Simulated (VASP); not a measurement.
# La (Pm-3m) in VASP: further runs

The runs below take La through single point, with BLYP.

All numbers are computed with VASP 6.6.1; they aren't measurements. Logs are shortened: lines on timing, memory, paths and dates and some standing lists are left out, and cuts for length are marked.

### 1 The cell of the first run

Symmetry: Pm-3m, No. 221, cubic system. Conventional cell: a = 3.297 Å, b = 3.297 Å, c = 3.297 Å, α = 90.00°, β = 90.00°, γ = 90.00°. La (site symmetry m-3m) has 6 La at 3.30 Å within 4.3 Å.

### 2 Single point, BLYP (volume scaled by 0.88)

INCAR

```
AGGAC = 1.0
AGGAX = 1.0
ALDAC = 0.0
ALDAX = 1.0
ALGO = Normal
EDIFF = 1E-6
ENCUT = 520
GGA = B5
ISIF = 2
ISMEAR = -1
LASPH = T
LCHARG = F
LREAL = F
LWAVE = F
NBANDS = 12
NELM = 100
PREC = Accurate
SIGMA = 0.1
```

KPOINTS

```
k-points
0
Gamma
  10 10 10
```

POSCAR

```
La
1.0
    3.2974179030      0.0000000000      0.0000000000
    0.0000000000      3.2974179030      0.0000000000
    0.0000000000      0.0000000000      3.2974179030
La
1
Direct
    0.0000000000      0.0000000000      0.0000000000
```

Potentials or basis: VASP PAW PBE potentials, release 64 (La).

Started as:

```console
> cat potpaw_PBE.64/La/POTCAR > POTCAR
> mpirun -np 1 vasp_std > vasp.out
```

OUTCAR:

```text
EDIFF = 1E-6
   ENCUT = 520
   GGA = B5
   ISIF = 2
   ISMEAR = -1
   LASPH = T
   LREAL = F
   NELM = 100
   PREC = Accurate

 ion  position               nearest neighbor table
   1  0.000  0.000  0.000-

  LATTYP: Found a simple cubic cell.
 ALAT       =     3.2974179030

  Lattice vectors:

 A1 = (   3.2974179030,   0.0000000000,   0.0000000000)
 A2 = (   0.0000000000,   3.2974179030,   0.0000000000)
 A3 = (   0.0000000000,   0.0000000000,   3.2974179030)

Analysis of symmetry for initial positions (statically):
=====================================================================
 Subroutine PRICEL returns:
 Original cell was already a primitive cell.

 Routine SETGRP: Setting up the symmetry group for a
 simple cubic supercell.

 Subroutine GETGRP returns: Found 48 space group operations
[... 9 lines left out ...]

 Routine SETGRP: Setting up the symmetry group for a
 simple cubic supercell.

 Subroutine GETGRP returns: Found 48 space group operations
[... 11 lines left out ...]
                                     Primitive cell

  volume of cell :      35.8527

  direct lattice vectors                    reciprocal lattice vectors
     3.297417903  0.000000000  0.000000000     0.303267596  0.000000000  0.000000000
     0.000000000  3.297417903  0.000000000     0.000000000  0.303267596  0.000000000
     0.000000000  0.000000000  3.297417903     0.000000000  0.000000000  0.303267596

  length of vectors
     3.297417903  3.297417903  3.297417903     0.303267596  0.303267596  0.303267596

  position of ions in fractional coordinates (direct lattice)
     0.000000000  0.000000000  0.000000000

  ion indices of the primitive-cell ions
   primitive index   ion index
                 1           1

----------------------------------------------------------------------------------------

 KPOINTS: k-points

Automatic generation of k-mesh.
 Grid dimensions read from file:
 generate k-points for:   10   10   10

 Generating k-lattice:

  Cartesian coordinates                     Fractional coordinates (reciprocal lattice)
     0.030326760  0.000000000  0.000000000     0.100000000  0.000000000  0.000000000
     0.000000000  0.030326760  0.000000000     0.000000000  0.100000000  0.000000000
     0.000000000  0.000000000  0.030326760     0.000000000  0.000000000  0.100000000

  Length of vectors
     0.030326760  0.030326760  0.030326760

  Shift w.r.t. Gamma in fractional coordinates (k-lattice)
     0.000000000  0.000000000  0.000000000

 Subroutine IBZKPT returns following result:
 ===========================================

 Found     56 irreducible k-points:

 Following reciprocal coordinates:
            Coordinates               Weight
  0.000000  0.000000  0.000000      1.000000
  0.100000  0.000000  0.000000      6.000000
  0.200000  0.000000  0.000000      6.000000
  0.300000  0.000000  0.000000      6.000000
  0.400000  0.000000  0.000000      6.000000
  0.500000  0.000000  0.000000      3.000000
[... 16 lines left out ...]
  0.200000  0.100000  0.100000     24.000000
  0.300000  0.100000  0.100000     24.000000
 [... further k-points ...]
   k-points           NKPTS =     56   k-points in BZ     NKDIM =     56   number of bands    NBANDS=     12
   number of dos      NEDOS =    301   number of ions     NIONS =      1
   total plane-waves  NPLWV =  21952
   dimension x,y,z NGX =    28 NGY =   28 NGZ =   28
   dimension x,y,z NGXF=    56 NGYF=   56 NGZF=   56
   ions per type =               1
   NGX,Y,Z   is equivalent  to a cutoff of  14.12, 14.12, 14.12 a.u.
   NGXF,Y,Z  is equivalent  to a cutoff of  28.23, 28.23, 28.23 a.u.
 SYSTEM =  unknown system
   PREC   = accura    normal or accurate (medium, high low for compatibility)
   ISTART =      0    job   : 0-new  1-cont  2-samecut
   ICHARG =      2    charge: 1-file 2-atom 10-const
   ISPIN  =      1    spin polarized calculation?
   LNONCOLLINEAR =      F non collinear calculations
   LSORBIT =      F    spin-orbit coupling
   LASPH  =      T    aspherical Exc in radial PAW
   ENCUT  =  520.0 eV  38.22 Ry    6.18 a.u.   6.13  6.13  6.13*2*pi/ulx,y,z
   NELM   =    100;   NELMIN=  2; NELMDL= -5     # of ELM steps
   EDIFF  = 0.1E-05   stopping-criterion for ELM
   LREAL  =      F    real-space projection
   EDIFFG = 0.1E-04   stopping-criterion for IOM
   NSW    =      0    number of steps for IOM
   IBRION =     -1    ionic relax: 0-MD 1-quasi-New 2-CG
   NFREE  =      0    steps in history (QN), initial steepest desc. (CG)
   ISIF   =      2    stress and relaxation
   ISYM   =      2    0-nonsym 1-usesym 2-fastsym
   POTIM  = 0.5000    time-step for ionic-motion
   TEBEG  =    0.0;   TEEND  =   0.0 temperature during run
   PSTRESS=    0.0 pullay stress
   NELECT =      11.0000    total number of electrons
   NUPDOWN=      -1.0000    fix difference up-down
   EMIN   =  10.00;   EMAX   =-10.00  energy-range for DOS
   EFERMI =   0.00;   METHOD = LEGACY
   ISMEAR =    -1;   SIGMA  =   0.10  broadening in eV -4-tet -1-fermi 0-gaus
   EFERMI_NEDOS =   21; number of points for ismear=-14 and -15
   IALGO  =     38    algorithm
   IMIX   =      4    mixing-type and parameters
     AMIX     =   0.40;   BMIX     =  1.00
     AMIX_MAG =   1.60;   BMIX_MAG =  1.00
  volume/ion in A,a.u.               =      35.85       241.95
  Fermi-wavevector in a.u.,A,eV,Ry     =   1.104159  2.086559 16.587784  1.219168
  Thomas-Fermi vector in A             =   2.240628
   LORBIT       =      0    0 simple, 1 ext, 2 COOP (PROOUT), +10 PAW based schemes
   GGA     = B5    functional components
   LHFCALC =     F    Hartree Fock is set to
   AEXX    =    0.0000 exact exchange contribution
   IVDW    =     0    specifies the selected vdW correction
   LEPSILON=     F    determine dielectric tensor
   LRPA    =     F    only Hartree local field effects (RPA)
 non-spin polarized calculation
  energy-cutoff  :      520.00
  volume of cell :       35.85
 maximum number of plane-waves:       992
 NGX is ok and might be reduce to    28
   NGX = 13   NGY = 13   NGZ = 13

 number of electron      11.0000000 magnetization

 Free energy of the ion-electron system (eV)
  ---------------------------------------------------
  ext. energy  EPLUGINS =         0.00000000
  ---------------------------------------------------
  free energy    TOTEN  =        -3.47334526 eV

  energy without entropy =       -3.40949476  energy(sigma->0) =       -3.44142001

 E-fermi :   8.5961     XC(G=0):  -9.0706

 val. band max:        8.5746131182   @ k =   0.3000   0.2000   0.0000
 cond. band min:       8.6060508976   @ k =   0.5000   0.1000   0.1000
 fundamental gap:      0.0314377795
 Fermi energy:         8.5960531355

 k-point     1 :       0.0000    0.0000    0.0000
  band No.  band energies     occupation
      1     -24.5062      2.00000
      2      -7.1589      2.00000
      3      -7.1589      2.00000
      4      -7.1589      2.00000
      5       5.8653      2.00000
      6       7.4451      1.99998
      7       7.4451      1.99998
      8      10.3562      0.00000
      9      10.3562      0.00000
     10      10.3562      0.00000
     11      10.5774      0.00000
     12      10.5774      0.00000

 k-point     2 :       0.1000    0.0000    0.0000
  band No.  band energies     occupation
      1     -24.4826      2.00000
      2      -7.3871      2.00000
      3      -7.1393      2.00000
      4      -7.1393      2.00000
      5       6.1026      2.00000
      6       7.5071      1.99996
      7       7.7797      1.99943
      8      10.3259      0.00000
      9      10.3685      0.00000
     10      10.3685      0.00000
     11      10.5337      0.00000
     12      10.5855      0.00000

 k-point     3 :       0.2000    0.0000    0.0000
  band No.  band energies     occupation
      1     -24.4197      2.00000
      2      -7.9405      2.00000
      3      -7.0874      2.00000
      4      -7.0874      2.00000
      5       6.5975      2.00000
      6       7.6812      1.99979
      7       8.7928      0.24534
      8      10.2360      0.00000
      9      10.3922      0.00000
     10      10.4027      0.00000
     11      10.4027      0.00000
     12      10.6151      0.00000

 k-point     4 :       0.3000    0.0000    0.0000
  band No.  band energies     occupation
      1     -24.3400      2.00000
      2      -8.5566      2.00000
      3      -7.0221      2.00000
      4      -7.0221      2.00000
      5       7.1528      2.00000
      6       7.9286      1.99748
      7      10.0423      0.00000
      8      10.0955      0.00000
      9      10.2170      0.00000
     10      10.4465      0.00000
     11      10.4465      0.00000
     12      10.6870      0.00000

 k-point     5 :       0.4000    0.0000    0.0000
  band No.  band energies     occupation
      1     -24.2738      2.00000
      2      -9.0135      2.00000
      3      -6.9683      2.00000
      4      -6.9683      2.00000
      5       7.7101      1.99972
      6       8.1699      1.97218
      7       9.7320      0.00002
      8       9.9429      0.00000
      9      10.4784      0.00000
     10      10.4784      0.00000
     11      10.7148      0.00000
     12      10.8374      0.00000
[... 228 lines left out ...]
      1     -23.9983      2.00000
      2      -8.8581      2.00000
      3      -8.8581      2.00000
      4      -6.7495      2.00000
      5       6.1373      2.00000
      6       9.1730      0.00622
      7       9.9230      0.00000
      8       9.9230      0.00000
      9      10.4775      0.00000
     10      10.5642      0.00000
     11      10.5642      0.00000
     12      10.9329      0.00000

 k-point    22 :       0.1000    0.1000    0.1000
  band No.  band energies     occupation
      1     -24.4354      2.00000
      2      -7.3692      2.00000
      3      -7.3330      2.00000
      4      -7.3330      2.00000
      5       6.6123      2.00000
      6       7.9997      1.99487
      7       7.9997      1.99487
      8      10.2922      0.00000
      9      10.2922      0.00000
     10      10.4046      0.00000
     11      10.4242      0.00000
     12      10.6432      0.00000

 k-point    23 :       0.2000    0.1000    0.1000
  band No.  band energies     occupation
      1     -24.3729      2.00000
      2      -7.8936      2.00000
      3      -7.2998      2.00000
      4      -7.2785      2.00000
      5       7.1177      2.00000
      6       8.1578      1.97532
      7       8.8933      0.09734
      8      10.1573      0.00000
      9      10.1940      0.00000
     10      10.3612      0.00000
     11      10.4431      0.00000
     12      10.6916      0.00000

 k-point    24 :       0.3000    0.1000    0.1000
  band No.  band energies     occupation
      1     -24.2937      2.00000
      2      -8.5035      2.00000
      3      -7.2296      2.00000
      4      -7.2099      2.00000
      5       7.6285      1.99987
      6       8.3861      1.78162
      7       9.7018      0.00003
      8       9.9619      0.00000
      9      10.0829      0.00000
     10      10.3768      0.00000
     11      10.4949      0.00000
     12      10.7139      0.00000

 [... further k-points ...]
[... 5 lines left out ...]
  --------------------------------------------------------------------------------------
  -------------------------------------------------------------------------------------
  Total        0.6972395      0.6972395      0.6972395     -0.0000000     -0.0000000      0.0000000
  in kB       31.1580749     31.1580749     31.1580749     -0.0000000     -0.0000000      0.0000000
  external PRESSURE =      31.1580749 kB  Pullay stress =       0.0000000 kB

 VOLUME and BASIS-vectors are now :
 -----------------------------------------------------------------------------
  energy-cutoff  :      520.00
  volume of cell :       35.85
      direct lattice vectors                 reciprocal lattice vectors
     3.297417903  0.000000000  0.000000000     0.303267596  0.000000000  0.000000000
     0.000000000  3.297417903  0.000000000     0.000000000  0.303267596  0.000000000
     0.000000000  0.000000000  3.297417903     0.000000000  0.000000000  0.303267596

 POSITION                                       TOTAL-FORCE (eV/Angst)
 -----------------------------------------------------------------------------------
      0.00000      0.00000      0.00000         0.000000      0.000000      0.000000
 -----------------------------------------------------------------------------------
    total drift:                                0.000000      0.000000      0.000000

  FREE ENERGIE OF THE ION-ELECTRON SYSTEM (eV)
  ---------------------------------------------------
  free  energy   TOTEN  =        -3.4733452607 eV

  energy  without entropy=       -3.4094947560  energy(sigma->0) =       -3.44142001
```

Wall time 53 s (1 thread of Intel Xeon 6975P-C (Granite Rapids), shared host); peak memory 0.18 GiB.

What came out:

* Free energy: -3.4733 eV
* Pressure: 3.1 GPa

Levels at points of the mesh, in eV from the Fermi level:
| k point | band 1 | band 2 | band 3 | band 4 | band 5 | band 6 | band 7 | band 8 | band 9 | band 10 |
| --- | --- | --- | --- | --- | --- | --- | --- | --- | --- | --- |
| (0.00, 0.00, 0.00) | -33.10 | -15.75 | -15.75 | -15.75 | -2.73 | -1.15 | -1.15 | 1.76 | 1.76 | 1.76 |
| (0.50, 0.00, 0.00) | -32.84 | -17.78 | -15.54 | -15.54 | -0.58 | -0.32 | 0.89 | 1.27 | 1.89 | 1.89 |
| (0.50, 0.50, 0.00) | -32.59 | -17.45 | -17.45 | -15.35 | -2.46 | 0.58 | 1.33 | 1.33 | 1.88 | 1.97 |
| (0.50, 0.50, 0.50) | -32.35 | -17.17 | -17.17 | -17.17 | -1.13 | -1.13 | -1.13 | 1.10 | 1.85 | 1.85 |

Caveat: the cell differs from its parent crystal (volume scaled by 0.88); the PAW data sets were made with another functional, which shifts forces and pressure a little; spin-orbit coupling is left out, which moves the levels of the heavy elements.

### 3 Single point, BLYP (volume scaled by 0.92)

INCAR

```
SYSTEM = La
PREC     = Accurate       ! precision mode
ENCUT    = 520            ! plane-wave cutoff, eV
EDIFF    = 1E-6           ! SCF threshold, eV
ISMEAR   = -1             ! smearing method
SIGMA    = 0.1            ! smearing width, eV
LREAL    = .FALSE.        ! projectors in reciprocal space
LASPH    = .TRUE.         ! aspherical terms in the spheres
NELM     = 100            ! most SCF steps
ALGO     = Normal         ! electronic algorithm
ISIF     = 2              ! what is computed and relaxed
LWAVE    = .FALSE.        ! write WAVECAR
LCHARG   = .FALSE.        ! write CHGCAR
GGA      = B5             ! functional
ALDAX    = 1.0          
AGGAX    = 1.0          
AGGAC    = 1.0          
ALDAC    = 0.0          
NBANDS   = 12             ! bands
```

KPOINTS

```
Automatic mesh
0
G
  10 10 10
  0 0 0
```

POSCAR

```
La
1.0
    3.3466403525      0.0000000000      0.0000000000
    0.0000000000      3.3466403525      0.0000000000
    0.0000000000      0.0000000000      3.3466403525
La
1
Direct
    0.0000000000      0.0000000000      0.0000000000
```

Potentials or basis: VASP PAW PBE potentials, release 64 (La).

Started as:

```console
> cat potpaw_PBE.64/La/POTCAR > POTCAR
> mpirun -np 1 vasp_std > vasp.out
```

It took 90 s on 1 thread of Intel Xeon 6975P-C (Granite Rapids), shared host; peak memory 0.18 GiB.

Results (log left out):

| Property | Result |
| --- | --- |
| Free energy | -3.4983 eV |
| Pressure | 1.8 GPa |

Levels at points of the mesh, in eV from the Fermi level:
```csv
k point,band 2,band 3,band 4,band 5,band 6,band 7,band 8,band 9
"(0.00, 0.00, 0.00)",-15.88,-15.88,-15.88,-2.76,-1.07,-1.07,1.68,1.68
"(0.50, 0.00, 0.00)",-17.69,-15.69,-15.69,-0.66,-0.28,0.87,1.24,1.80
"(0.50, 0.50, 0.00)",-17.41,-17.41,-15.52,-2.29,0.51,1.29,1.29,1.80
"(0.50, 0.50, 0.50)",-17.15,-17.15,-17.15,-1.02,-1.02,-1.02,1.09,1.75
```

Caveat: the cell differs from its parent crystal (volume scaled by 0.92); the PAW data sets were made with another functional, which shifts forces and pressure a little; spin-orbit coupling is left out, which moves the levels of the heavy elements.

### 4 Single point, BLYP (volume scaled by 0.96)

INCAR

```
SYSTEM = La
PREC = Accurate
ENCUT = 520
EDIFF = 1E-7
ISMEAR = -1
SIGMA = 0.1
LREAL = .FALSE.
LASPH = .TRUE.
NELM = 80
ALGO = Normal
ISIF = 2
LWAVE = .FALSE.
LCHARG = .FALSE.
GGA = B5
ALDAX = 1.0
AGGAX = 1.0
AGGAC = 1.0
ALDAC = 0.0
NBANDS = 12
```

KPOINTS is that of step 3.

POSCAR

```
La
1.0
    3.3944559605      0.0000000000      0.0000000000
    0.0000000000      3.3944559605      0.0000000000
    0.0000000000      0.0000000000      3.3944559605
La
1
Direct
    0.0000000000      0.0000000000      0.0000000000
```

Started as:

```console
> cat potpaw_PBE.64/La/POTCAR > POTCAR
> mpirun -np 1 vasp_std > vasp.out
```

Run time: 60 s. Hardware: 1 thread of Intel Xeon 6975P-C (Granite Rapids), shared host; peak memory 0.18 GiB.

The run converged. Its results:

```yaml
Free_energy: -3.5116 eV
Pressure: 0.8 GPa
```

Levels at points of the mesh, in eV from the Fermi level:
```tsv
k point	band 2	band 3	band 4	band 5	band 6	band 7	band 8	band 9
(0.00, 0.00, 0.00)	-16.00	-16.00	-16.00	-2.78	-1.01	-1.01	1.60	1.60
(0.50, 0.00, 0.00)	-17.62	-15.83	-15.83	-0.72	-0.25	0.85	1.20	1.71
(0.50, 0.50, 0.00)	-17.37	-17.37	-15.68	-2.15	0.45	1.24	1.24	1.71
(0.50, 0.50, 0.50)	-17.15	-17.15	-17.15	-0.93	-0.93	-0.93	1.08	1.66
```

Caveat: the cell differs from its parent crystal (volume scaled by 0.96); the PAW data sets were made with another functional, which shifts forces and pressure a little; spin-orbit coupling is left out, which moves the levels of the heavy elements.

### 5 Single point, BLYP

This run uses another cell than the first one, of 40.74 Å³/atom, 1.136 times its volume.

INCAR

```
PREC     = Accurate       # precision mode
ENCUT    = 520            # plane-wave cutoff, eV
EDIFF    = 1E-7           # SCF threshold, eV
ISMEAR   = -1             # smearing method
SIGMA    = 0.1            # smearing width, eV
LREAL    = F              # projectors in reciprocal space
LASPH    = T              # aspherical terms in the spheres
NELM     = 80             # most SCF steps
ALGO     = Normal         # electronic algorithm
ISIF     = 2              # what is computed and relaxed
LWAVE    = F              # write WAVECAR
LCHARG   = F              # write CHGCAR
GGA      = B5             # functional
ALDAX    = 1.0          
AGGAX    = 1.0          
AGGAC    = 1.0          
ALDAC    = 0.0          
NBANDS   = 12             # bands
```

KPOINTS

```
regular mesh
0
Gamma
  10 10 10
```

POSCAR

```
La
1.0
    3.4409611361      0.0000000000      0.0000000000
    0.0000000000      3.4409611361      0.0000000000
    0.0000000000      0.0000000000      3.4409611361
La
1
Direct
    0.0000000000      0.0000000000      0.0000000000
```

Started as:

```console
> cat potpaw_PBE.64/La/POTCAR > POTCAR
> mpirun -np 1 vasp_std > vasp.out
```

Wall time 61 s (1 thread of Intel Xeon 6975P-C (Granite Rapids), shared host); peak memory 0.18 GiB.

It converged, with:

```yaml
Free_energy: -3.5153 eV
Pressure: -0.1 GPa
```

Levels at points of the mesh, in eV from the Fermi level:
```csv
k point,band 3,band 4,band 5,band 6,band 7,band 8,band 9,band 10
"(0.00, 0.00, 0.00)",-16.11,-16.11,-2.80,-0.95,-0.95,1.53,1.53,1.53
"(0.50, 0.00, 0.00)",-15.96,-15.96,-0.78,-0.23,0.83,1.16,1.63,1.63
"(0.50, 0.50, 0.00)",-17.35,-15.82,-2.01,0.39,1.20,1.20,1.63,1.66
"(0.50, 0.50, 0.50)",-17.15,-17.15,-0.85,-0.85,-0.85,1.06,1.57,1.57
```

Caveat: the PAW data sets were made with another functional, which shifts forces and pressure a little; spin-orbit coupling is left out, which moves the levels of the heavy elements.

### 6 Overview

| cell | gap on the mesh (eV) | pressure (GPa) |
| --- | --- | --- |
| a = 3.297 Å, 1 atom | none | 3.1 |
| a = 3.347 Å, 1 atom | none | 1.8 |
| a = 3.394 Å, 1 atom | none | 0.8 |
| a = 3.441 Å, 1 atom | none | -0.1 |

Alike in all rows: task single point; level BLYP; potentials or basis VASP PAW PBE potentials, release 64 (La); no spin polarisation; k mesh 10 × 10 × 10; cutoff (eV) 520; smearing fermi-dirac 0.1 eV.

Caveats: the PAW data sets were made with another functional, which shifts forces and pressure a little; spin-orbit coupling is left out, which moves the levels of the heavy elements.

Total energies depend on the potentials used, so only differences within one code and one set of settings carry meaning.
